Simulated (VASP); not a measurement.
Input of a VASP 6.6.1 run:

File INCAR:

```
ALGO = Normal
EDIFF = 1E-6
ENCUT = 500
GGA = PS
GGA_COMPAT = F
ISIF = 2
ISMEAR = -1
LASPH = T
LCHARG = F
LREAL = F
LWAVE = F
NBANDS = 9
NELM = 120
PREC = Accurate
SIGMA = 0.05
```

The input KPOINTS:

```
k-points
0
Gamma
  19 19 19
```

File POSCAR:

```
S
1.0
    0.0000000000      1.6423148162      1.6423148162
    1.6423148162      0.0000000000      1.6423148162
    1.6423148162      1.6423148162      0.0000000000
S
1
Direct
    0.0000000000      0.0000000000      0.0000000000
```

Potentials or basis: VASP PAW PBE potentials, release 64 (S).

Run with:

```bash
$ cat potpaw_PBE.64/S/POTCAR > POTCAR
$ mpirun -np 1 vasp_std > vasp.out
```

(1) Estimate the band gap on the k mesh.

(2) Predict the pressure.

Results:

(1) zero (band 3 reaches 25.96 eV, above the bottom of band 4 at 12.12 eV).

(2) 139.3 GPa.

Caveat: the PAW data sets were made with another functional, which shifts forces and pressure a little.
